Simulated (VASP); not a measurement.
Wanted: the native input for a VASP 6.6.1 run.

```yaml
Task: single point
Functional: r2SCAN
Potentials_or_basis: VASP PAW PBE potentials, release 64 (In_d, Sb)
Cutoff: 520 eV
k_mesh: 6 × 6 × 6
Occupations: gaussian, width 0.15 eV
Spin: no spin polarisation
Dipole_correction: no
Further_INCAR_settings: ALGO = Normal; EDIFF = 1e-06; NBANDS = 16
```

Crystal: InSb.

```
CELL_PARAMETERS angstrom
0.00000 2.97740 3.27514
2.97740 0.00000 3.27514
2.97740 2.97740 0.00000
ATOMIC_POSITIONS crystal
In 0.00000 0.00000 0.00000
Sb 0.50000 0.50000 0.50000
```

This cell differs from its parent crystal: ratio of the length along z to the lengths across it x 1.1, volume and fractional coordinates fixed.

These files were run (other wordings do the same):

POSCAR

```
InSb
1.0
    0.0000000000      2.9774021159      3.2751423275
    2.9774021159      0.0000000000      3.2751423275
    2.9774021159      2.9774021159      0.0000000000
In Sb
1 1
Direct
    0.0000000000      0.0000000000      0.0000000000
    0.5000000000      0.5000000000      0.5000000000
```

INCAR.step1

```
SYSTEM = InSb
  ALGO = Normal
  EDIFF = 1E-4
  ENCUT = 520
  GGA = PE
  ISMEAR = 0
  LASPH = .True.
  LCHARG = .False.
  LREAL = .False.
  LWAVE = .True.
  NBANDS = 16
  NELM = 100
  PREC = Accurate
  SIGMA = 0.15
```

INCAR.step2

```
SYSTEM = InSb
  ALGO = Normal
  EDIFF = 1E-6
  ENCUT = 520
  ISIF = 2
  ISMEAR = 0
  ISTART = 1
  LASPH = .True.
  LCHARG = .False.
  LMIXTAU = .True.
  LREAL = .False.
  LWAVE = .False.
  METAGGA = R2SCAN
  NBANDS = 16
  NELM = 100
  PREC = Accurate
  SIGMA = 0.15
```

KPOINTS

```
k-points
0
Gamma
  6 6 6
  0 0 0
```

Potentials or basis: VASP PAW PBE potentials, release 64 (In_d, Sb).

The run is started by

```bash
$ cat potpaw_PBE.64/In_d/POTCAR potpaw_PBE.64/Sb/POTCAR > POTCAR
$ cp INCAR.step1 INCAR
$ mpirun -np 1 vasp_std > vasp.out
$ cp INCAR.step2 INCAR
$ mpirun -np 1 vasp_std > vasp.out
```

It gave:

```json
{"Pressure": "-0.5 GPa", "Band gap on the k mesh": "zero (bands 9 and 10 overlap by 2.55 eV)"}
```

Caveat: the stress differs along the axes, from -4 to 1 GPa; the PAW data sets were made with another functional, which shifts forces and pressure a little; spin-orbit coupling is left out, which moves the levels of the heavy elements.

It took 86 s on 1 thread of AMD EPYC 7R13 (shared host), peak memory 0.19 GiB.
